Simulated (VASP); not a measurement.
# TaN (I4/mmm) in VASP: further runs, part 2 of 2

VASP 6.6.1.

## 6. Single point, PBEsol (strain +0.0400 x Voigt [1, 0, 0, 0, 0, 0])

File INCAR:

```
SYSTEM = TaN
PREC = Accurate ; ENCUT = 520
EDIFF = 1E-6 ; ISMEAR = 0
SIGMA = 0.15 ; LREAL = .False.
LASPH = .True. ; NELM = 60
ALGO = Normal ; ISIF = 2
LWAVE = .False. ; LCHARG = .False.
GGA = PS ; NBANDS = 15
```

File KPOINTS:

```
Automatic mesh
0
Gamma
  18 18 18
  0 0 0
```

File POSCAR:

```
TaN
1.0
    0.0000000000      2.1790000000      2.1790000000
    2.2661600000      0.0000000000      2.1790000000
    2.2661600000      2.1790000000      0.0000000000
Ta N
1 1
Direct
    0.5000000000      0.5000000000      0.5000000000
    0.0000000000      0.0000000000      0.0000000000
```

Potentials or basis: VASP PAW PBE potentials, release 64 (Ta_pv, N).

Run with:

```
$ cat potpaw_PBE.64/Ta_pv/POTCAR potpaw_PBE.64/N/POTCAR > POTCAR
$ mpirun -np 1 vasp_std > vasp.out
```

OUTCAR:

```text
SYSTEM = TaN
   PREC = Accurate
   ENCUT = 520
   EDIFF = 1E-6
   ISMEAR = 0
   LREAL = .False.
   LASPH = .True.
   NELM = 60
   ISIF = 2
   GGA = PS

 ion  position               nearest neighbor table
   1  0.500  0.500  0.500-   2 2.18   2 2.18   2 2.18   2 2.18   2 2.27   2 2.27
   2  0.000  0.000  0.000-   1 2.18   1 2.18   1 2.18   1 2.18   1 2.27   1 2.27

  LATTYP: Found a body centered tetragonal cell.
 ALAT       =     3.0815713524
 C/A-ratio  =     1.4707821049

  Lattice vectors:

 A1 = (   2.2661600000,   0.0000000000,   2.1790000000)
 A2 = (   2.2661600000,   0.0000000000,  -2.1790000000)
 A3 = (  -2.2661600000,   2.1790000000,   0.0000000000)

Analysis of symmetry for initial positions (statically):
=====================================================================
 Subroutine PRICEL returns:
 Original cell was already a primitive cell.

 Routine SETGRP: Setting up the symmetry group for a
 body centered tetragonal supercell.

 Subroutine GETGRP returns: Found 16 space group operations
 (whereof 16 operations were pure point group operations)
 out of a pool of 16 trial point group operations.

The static configuration has the point symmetry D_4h.

Analysis of symmetry for dynamics (positions and initial velocities):
=====================================================================
 Subroutine PRICEL returns:
 Original cell was already a primitive cell.

 Routine SETGRP: Setting up the symmetry group for a
 body centered tetragonal supercell.

 Subroutine GETGRP returns: Found 16 space group operations
 (whereof 16 operations were pure point group operations)
 out of a pool of 16 trial point group operations.

The dynamic configuration has the point symmetry D_4h.

 Subroutine INISYM returns: Found 16 space group operations
 (whereof 16 operations are pure point group operations),
 and found     1 'primitive' translations

----------------------------------------------------------------------------------------

                                     Primitive cell

  volume of cell :      21.5196

  direct lattice vectors                    reciprocal lattice vectors
     0.000000000  2.179000000  2.179000000    -0.220637554  0.229463056  0.229463056
     2.266160000  0.000000000  2.179000000     0.220637554 -0.229463056  0.229463056
     2.266160000  2.179000000  0.000000000     0.220637554  0.229463056 -0.229463056

  length of vectors
     3.081571352  3.143806951  3.143806951     0.392412435  0.392412435  0.392412435

  position of ions in fractional coordinates (direct lattice)
     0.500000000  0.500000000  0.500000000
     0.000000000  0.000000000  0.000000000

  ion indices of the primitive-cell ions
   primitive index   ion index
                 1           1
                 2           2

----------------------------------------------------------------------------------------

 KPOINTS: Automatic mesh

Automatic generation of k-mesh.
 Grid dimensions read from file:
 generate k-points for:   18   18   18

 Generating k-lattice:

  Cartesian coordinates                     Fractional coordinates (reciprocal lattice)
    -0.012257642  0.012747948  0.012747948     0.055555556  0.000000000  0.000000000
     0.012257642 -0.012747948  0.012747948     0.000000000  0.055555556 -0.000000000
     0.012257642  0.012747948 -0.012747948     0.000000000 -0.000000000  0.055555556

  Length of vectors
     0.021800691  0.021800691  0.021800691
[... 39 lines left out ...]
   dimension x,y,z NGX =    24 NGY =   24 NGZ =   24
   dimension x,y,z NGXF=    48 NGYF=   48 NGZF=   48
   ions per type =               1   1
   NGX,Y,Z   is equivalent  to a cutoff of  12.95, 12.69, 12.69 a.u.
   NGXF,Y,Z  is equivalent  to a cutoff of  25.90, 25.38, 25.38 a.u.
 SYSTEM =  TaN
   PREC   = accura    normal or accurate (medium, high low for compatibility)
   ISTART =      0    job   : 0-new  1-cont  2-samecut
   ICHARG =      2    charge: 1-file 2-atom 10-const
   ISPIN  =      1    spin polarized calculation?
   LNONCOLLINEAR =      F non collinear calculations
   LSORBIT =      F    spin-orbit coupling
   LASPH  =      T    aspherical Exc in radial PAW
   ENCUT  =  520.0 eV  38.22 Ry    6.18 a.u.   5.73  5.85  5.85*2*pi/ulx,y,z
   NELM   =     60;   NELMIN=  2; NELMDL= -5     # of ELM steps
   EDIFF  = 0.1E-05   stopping-criterion for ELM
   LREAL  =      F    real-space projection
   EDIFFG = 0.1E-04   stopping-criterion for IOM
   NSW    =      0    number of steps for IOM
   IBRION =     -1    ionic relax: 0-MD 1-quasi-New 2-CG
   NFREE  =      0    steps in history (QN), initial steepest desc. (CG)
   ISIF   =      2    stress and relaxation
   ISYM   =      2    0-nonsym 1-usesym 2-fastsym
   POTIM  = 0.5000    time-step for ionic-motion
   TEBEG  =    0.0;   TEEND  =   0.0 temperature during run
   PSTRESS=    0.0 pullay stress
   NELECT =      16.0000    total number of electrons
   NUPDOWN=      -1.0000    fix difference up-down
   EMIN   =  10.00;   EMAX   =-10.00  energy-range for DOS
   EFERMI =   0.00;   METHOD = LEGACY
   ISMEAR =     0;   SIGMA  =   0.15  broadening in eV -4-tet -1-fermi 0-gaus
   EFERMI_NEDOS =   21; number of points for ismear=-14 and -15
   IALGO  =     38    algorithm
   IMIX   =      4    mixing-type and parameters
     AMIX     =   0.40;   BMIX     =  1.00
     AMIX_MAG =   1.60;   BMIX_MAG =  1.00
  volume/ion in A,a.u.               =      10.76        72.61
  Fermi-wavevector in a.u.,A,eV,Ry     =   1.483098  2.802649 29.927094  2.199579
  Thomas-Fermi vector in A             =   2.596802
   LORBIT       =      0    0 simple, 1 ext, 2 COOP (PROOUT), +10 PAW based schemes
   GGA     = PS    functional components
   LHFCALC =     F    Hartree Fock is set to
   AEXX    =    0.0000 exact exchange contribution
   IVDW    =     0    specifies the selected vdW correction
   LEPSILON=     F    determine dielectric tensor
   LRPA    =     F    only Hartree local field effects (RPA)
 non-spin polarized calculation
 Gauss-broadening in eV      SIGMA  =   0.15
  energy-cutoff  :      520.00
  volume of cell :       21.52
 maximum number of plane-waves:       604
   NGX = 11   NGY = 11   NGZ = 11

 number of electron      16.0000002 magnetization

 Free energy of the ion-electron system (eV)
  ---------------------------------------------------
  ext. energy  EPLUGINS =         0.00000000
  ---------------------------------------------------
  free energy    TOTEN  =       -23.16899585 eV

  energy without entropy =      -23.15928661  energy(sigma->0) =      -23.16414123

 E-fermi :   9.2383     XC(G=0): -13.5206

 val. band max:        9.2365362062   @ k =   0.2778   0.0556   0.0000
 cond. band min:       9.2409503004   @ k =  -0.0556   0.1667   0.1111
 fundamental gap:      0.0044140942
 Fermi energy:         9.2383126130

 k-point     1 :       0.0000    0.0000    0.0000
  band No.  band energies     occupation
      1     -26.4945      2.00000
      2     -26.4706      2.00000
      3     -26.4706      2.00000
      4      -9.4759      2.00000
      5       5.3757      2.00000
      6       5.5294      2.00000
      7       5.5294      2.00000
      8       6.8372      2.00000
      9       7.3166      2.00000
     10       7.3166      2.00000
     11       8.7359      2.00000
     12       9.5357      0.00505
     13      10.9750      0.00000
     14      18.6291      0.00000
[... 401 lines left out ...]
      2     -26.5448      2.00000
      3     -26.5085      2.00000
      4      -8.2283      2.00000
      5       1.7123      2.00000
      6       2.9099      2.00000
      7       3.3692      2.00000
      8       8.2663      2.00000
      9       8.4167      2.00000
     10       9.4065      0.11279
     11      12.3533      0.00000
     12      12.8342      0.00000
     13      14.1176      0.00000
     14      21.5176      0.00000
     15      21.6622      0.00000

 [... further k-points ...]

------------------------ aborting loop because EDIFF is reached ----------------------------------------

  FORCE on cell =-STRESS in cart. coord.  units (eV):
  Direction    XX          YY          ZZ          XY          YZ          ZX
  --------------------------------------------------------------------------------------
  -------------------------------------------------------------------------------------
  Total       -2.6039177     -0.0955162     -0.0955162      0.0000000      0.0000000     -0.0000000
  in kB     -193.8665171     -7.1113586     -7.1113586      0.0000000      0.0000000     -0.0000000
  external PRESSURE =     -69.3630781 kB  Pullay stress =       0.0000000 kB

 VOLUME and BASIS-vectors are now :
 -----------------------------------------------------------------------------
  energy-cutoff  :      520.00
  volume of cell :       21.52
      direct lattice vectors                 reciprocal lattice vectors
     0.000000000  2.179000000  2.179000000    -0.220637554  0.229463056  0.229463056
     2.266160000  0.000000000  2.179000000     0.220637554 -0.229463056  0.229463056
     2.266160000  2.179000000  0.000000000     0.220637554  0.229463056 -0.229463056

 POSITION                                       TOTAL-FORCE (eV/Angst)
 -----------------------------------------------------------------------------------
      2.26616      2.17900      2.17900         0.000000      0.000000     -0.000000
      0.00000      0.00000      0.00000         0.000000      0.000000      0.000000
 -----------------------------------------------------------------------------------
    total drift:                                0.000000     -0.000000     -0.000000

  FREE ENERGIE OF THE ION-ELECTRON SYSTEM (eV)
  ---------------------------------------------------
  free  energy   TOTEN  =       -23.1689958512 eV

  energy  without entropy=      -23.1592866065  energy(sigma->0) =      -23.16414123
```

Wall time 42 s (1 thread of Intel Xeon 6975P-C (Granite Rapids), shared host); peak memory 0.27 GiB.

Results:

* Free energy: -23.1690 eV
* Pressure: -6.9 GPa
* Band gap on the k mesh: zero (bands 8 and 9 overlap by 3.71 eV)

Stress tensor (GPa, compression positive):
```
-19.39   0.00   0.00
  0.00  -0.71   0.00
  0.00   0.00  -0.71
```

Levels at points of the mesh, in eV from the Fermi level:
```tsv
k point	band 4	band 5	band 6	band 7	band 8	band 9	band 10	band 11	band 12	band 13
(0.00, 0.00, 0.00)	-18.71	-3.86	-3.71	-3.71	-2.40	-1.92	-1.92	-0.50	0.30	1.74
(0.50, 0.00, 0.00)	-15.69	-10.30	-7.52	-7.50	1.76	1.92	2.11	3.75	6.86	7.93
(0.50, 0.50, 0.00)	-17.43	-6.47	-5.42	-4.71	-4.58	1.97	3.22	3.77	4.59	6.73
(0.00, 0.50, 0.50)	-17.48	-6.86	-5.37	-4.46	-4.46	2.04	3.48	3.48	4.36	6.49
```

Caveat: the cell differs from its parent crystal (strain +0.0400 x Voigt [1, 0, 0, 0, 0, 0]); the cell stands under tension; the PAW data sets were made with another functional, which shifts forces and pressure a little; spin-orbit coupling is left out, which moves the levels of the heavy elements.

## 7. Overview

```tsv
cell	gap on the mesh (eV)	pressure (GPa)
a = 3.082, b = 3.097, c = 3.097 Å, angles 59.7, 60.2, 60.2°, 2 atoms	none	1.9
a = 3.082, b = 3.113, c = 3.113 Å, angles 59.3, 60.3, 60.3°, 2 atoms	none	-1.4
a = 3.082, b = 3.128, c = 3.128 Å, angles 59.0, 60.5, 60.5°, 2 atoms	none	-4.3
a = 3.082, b = 3.136, c = 3.136 Å, angles 58.9, 60.6, 60.6°, 2 atoms	none	-5.7
a = 3.082, b = 3.144, c = 3.144 Å, angles 58.7, 60.7, 60.7°, 2 atoms	none	-6.9
```

Alike in all rows: task single point; level PBEsol; potentials or basis VASP PAW PBE potentials, release 64 (Ta_pv, N); no spin polarisation; k mesh 18 × 18 × 18; cutoff (eV) 520; smearing gaussian 0.15 eV.

Caveats: the PAW data sets were made with another functional, which shifts forces and pressure a little; spin-orbit coupling is left out, which moves the levels of the heavy elements; the cell stands under tension (at least some runs).

Absolute energies hang on the potentials; compare differences alone.
